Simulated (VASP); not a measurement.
Set up this calculation in VASP 6.6.1, as the native input.

* Task: relaxation of shape and atoms at fixed volume
* Functional: PBE
* Potentials or basis: VASP PAW PBE potentials, release 64 (Co, Si)
* Cutoff: 600 eV
* k mesh: 10 × 10 × 8
* Occupations: fermi-dirac, width 0.08 eV
* Spin: no spin polarisation
* Dipole correction: no
* Further INCAR settings: ALGO = Normal; EDIFF = 1e-06; IBRION = 2; EDIFFG = -0.005; NSW = 50; ISIF = 4

The structure of CoSi2 (AlB2 type) lies in POSCAR:

```
CoSi2
1.0
    3.5434008414      0.0000000000      0.0000000000
   -1.7717004207      3.0686751444      0.0000000000
    0.0000000000      0.0000000000      2.1456986770
Co Si
1 2
Direct
    0.0000000000      0.0000000000      0.0000000000
    0.3333333333      0.6666666667      0.5000000000
    0.6666666667      0.3333333333      0.5000000000
```

The input as run:

INCAR

```
SYSTEM = CoSi2
  ALGO = Normal
  EDIFF = 1E-6
  EDIFFG = -0.005
  ENCUT = 600
  GGA = PE
  IBRION = 2
  ISIF = 4
  ISMEAR = -1
  LASPH = .True.
  LCHARG = .False.
  LREAL = .False.
  LWAVE = .False.
  NELM = 100
  NSW = 50
  PREC = Accurate
  SIGMA = 0.08
```

KPOINTS

```
k-points
0
Gamma
  10 10 8
  0 0 0
```

Potentials or basis: VASP PAW PBE potentials, release 64 (Co, Si).

Launch:

```console
$ cat potpaw_PBE.64/Co/POTCAR potpaw_PBE.64/Si/POTCAR > POTCAR
$ mpirun -np 1 vasp_std > vasp.out
```

It gave:

```
Energy gained by relaxing : 1.7 meV/atom
Ionic steps               : 3
Pressure after relaxing   : 202.0 GPa
```

Caveat: the k points lie up to 0.36 Å⁻¹ apart in the final cell.

Run time: 20 s on 1 thread of Intel(R) Xeon(R) 6975P-C (Granite Rapids), on a shared host, peak memory 0.15 GiB.
